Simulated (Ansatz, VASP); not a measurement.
**Two plane-wave programs on NiO**

```xyz
2
Lattice="0.0000 2.0859 2.0859 2.0859 0.0000 2.0859 2.0859 2.0859 0.0000" Properties=species:S:1:pos:R:3 pbc="T T T"
Ni    0.0000    0.0000    0.0000
O     2.0859    2.0859    2.0859
```

Alike in both runs: task single point; functional PBE; k mesh 11 × 11 × 11; occupations fermi-dirac, width 0.05 eV; collinear spin.

|  | VASP | Ansatz |
| --- | --- | --- |
| version | VASP 6.6.1 | Ansatz 0.2.0 |
| potentials or method | VASP PAW PBE potentials, release 64 (Ni, O) | Ansatz PAW |
| plane-wave cutoff (eV) | 520 | 420 |
| valence electrons in the cell | 16 | 24 |

|  | VASP | Ansatz | Ansatz less VASP |
| --- | --- | --- | --- |
| gap on the k mesh at the Fermi level (eV) | none | none | - |
| pressure (GPa) | 5.1 | 5.7 | +0.64 |
| net moment per atom (μB) | 0.84 | 0.86 | +0.029 |
| size of the moment on the site where the two differ most (μB) | 0.25 | 0.27 | +0.026 |

Site moments also hang on the region over which each program counts them. A gap of «none» marks a metal or a gap that the smearing closes. VASP's potentials hold 16 valence electrons a cell and Ansatz's 24, so a difference there can come from the potentials and not from the codes.
